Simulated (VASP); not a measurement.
GaSb:

```xyz
2
Lattice="0.0000 2.9739 3.1422 2.9739 0.0000 3.1422 2.9739 2.9739 0.0000" Properties=species:S:1:pos:R:3 pbc="T T T"
Ga    0.0000    0.0000    0.0000
Sb    1.4870    1.4870    1.5711
```

This cell differs from its parent crystal: epitaxial xy strain -3.0%.

Base run:

| Quantity | Value |
| --- | --- |
| Program | VASP 6.6.1 |
| Functional | r2SCAN |
| Potentials or basis | VASP PAW PBE potentials, release 64 (Ga_d, Sb_d_GW) |
| Cutoff | 550 eV |
| k mesh | 8 × 8 × 8 |
| Occupations | fermi-dirac, width 0.02 eV |
| Spin | no spin polarisation |

Its results: band gap on the k mesh 0.52 eV; pressure 2.1 GPa.

Problem. The run is repeated on the same cell with these changes: functional from r2SCAN to PBE; cutoff from 550 eV to 500 eV. What comes out?

Solution. Band gap on the k mesh 0.10 eV; pressure 4.0 GPa.

Caveats: semilocal functionals underestimate gaps, and a narrow one can read as zero; spin-orbit coupling is left out, which moves the levels of the heavy elements; the PAW data sets were made with another functional, which shifts forces and pressure a little (at least some runs); the cell stands under pressure (at least some runs).

A k mesh can miss the band edges.
